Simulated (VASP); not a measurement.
Write the native input for VASP 6.6.1 that does the following.

```yaml
Task: single point
Functional: PBE
Potentials_or_basis: VASP PAW PBE potentials, release 64 (H)
Cutoff: 520 eV
k_mesh: 6 × 6 × 6
Occupations: gaussian, width 0.05 eV
Spin: collinear spin, ferromagnetic start
Starting_moments: "[1.05, 1.05] μB"
Dipole_correction: no
Further_INCAR_settings: ALGO = Normal; EDIFF = 1e-06; NBANDS = 12
```

The structure of H lies in POSCAR:

```
H
1.0
    5.7130030421      0.0000000000      0.0000000000
   -2.8565015211      4.9476057664      0.0000000000
    0.0000000000      0.0000000000      3.5774825050
H
2
Direct
    0.3333333333      0.6666666667      0.2500000000
    0.6666666667      0.3333333333      0.7500000000
```

This cell differs from its parent crystal: volume 50.560 Å^3 an atom, c/a of the conventional cell 0.6262.

These files were run (other wordings do the same):

INCAR

```
ALGO = Normal
EDIFF = 1E-6
ENCUT = 520
GGA = PE
ISIF = 2
ISMEAR = 0
ISPIN = 2
LASPH = True
LCHARG = False
LORBIT = 11
LREAL = False
LWAVE = False
MAGMOM = 1.05 1.05
NBANDS = 12
NELM = 150
PREC = Accurate
SIGMA = 0.05
```

KPOINTS

```
k-points
0
Gamma
  6 6 6
```

Potentials or basis: VASP PAW PBE potentials, release 64 (H).

Launch:

```bash
$ cat potpaw_PBE.64/H/POTCAR > POTCAR
$ mpirun -np 1 vasp_std > vasp.out
```

Results of the run:

- Pressure: 0.1 GPa
- Band gap on the k mesh: 6.59 eV, indirect (least direct gap 7.20 eV)
- Net moment: 2.00 μB per cell
- Site moments: H +0.38 μB
- Valence electrons inside the program's atomic spheres: H 0.38

It took 35 s on 1 thread of Intel(R) Xeon(R) 6975P-C (Granite Rapids), on a shared host, peak memory 0.25 GiB.
